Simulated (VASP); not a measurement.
The system is NiO.

```
CELL_PARAMETERS angstrom
0.00000 2.08590 2.08590
2.08590 0.00000 2.08590
2.08590 2.08590 0.00000
ATOMIC_POSITIONS crystal
Ni 0.00000 0.00000 0.00000
O 0.50000 0.50000 0.50000
```

Base run:

```yaml
Program: VASP 6.6.1
Functional: PBE exchange alone
Potentials_or_basis: VASP PAW PBE potentials, release 64 (Ni, O)
Cutoff: 520 eV
k_mesh: 11 × 11 × 11
Occupations: fermi-dirac, width 0.05 eV
Spin: collinear spin, ferromagnetic start
Starting_moments: "[1.0, 0.0] μB"
```

Its results: pressure 32.7 GPa; net moment 1.89 μB per cell; site moments Ni +1.54; O +0.30 μB.

**Question.** The run is repeated on the same cell with these changes: functional from PBE exchange alone to RPBE. What comes out?

**Answer.** Pressure 12.9 GPa; net moment 1.80 μB per cell; site moments Ni +1.48; O +0.28 μB.

Caveats: the cell stands under pressure; a cell with one magnetic atom can't hold antiferromagnetic order, which such compounds often take; the PAW data sets were made with another functional, which shifts forces and pressure a little (at least some runs).
